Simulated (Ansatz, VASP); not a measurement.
## One calculation of TaSi2, two programs

```
Ta Si
1.0
     4.80602    0.00000    0.00000
    -2.40301    4.16214    0.00000
     0.00000    0.00000    6.59953
Ta Si
3 6
Cartesian
  1.5390 0.0000 -0.2160
  1.2015 2.0811 4.3997
  -1.2015 2.0811 2.1998
  0.0000 1.3229 0.0000
  3.6604 0.6614 4.3997
  1.2574 3.5007 2.1998
  2.4030 2.8393 0.0000
  -1.2574 3.5007 4.3997
  1.1456 0.6614 2.1998
```

Alike in both runs: task single point; functional PBE; k mesh 9 × 9 × 6; occupations gaussian, width 0.15 eV; no spin polarisation.

|  | VASP | Ansatz |
| --- | --- | --- |
| version | VASP 6.6.1 | Ansatz 0.2.0 |
| potentials or method | VASP PAW PBE potentials, release 64 (Ta_pv, Si), cutoff 520 eV | scalar-relativistic, plane waves, PAW |
| valence electrons in the cell | 57 | 63 |

Ansatz gave:

```
gap on the k mesh at the Fermi level (eV)                     : none
pressure (GPa)                                                : 25.6
traceless stress, the component that is largest in VASP (GPa) : 6.74
rms of the force components (eV/Å)                            : 5.529
```

**Question.** What did VASP give for the same quantities?

**Answer.** gap on the k mesh at the Fermi level (eV): none; pressure (GPa): 25.7; traceless stress, the component that is largest in VASP (GPa): 6.74; rms of the force components (eV/Å): 5.536.

Atom by atom the forces differ by 0.008 eV/Å (rms over components). A gap of «none» marks a metal or a gap that the smearing closes. VASP's potentials hold 57 valence electrons a cell and Ansatz's 63, so a difference there can come from the potentials and not from the codes.

Spin-orbit coupling is off throughout.
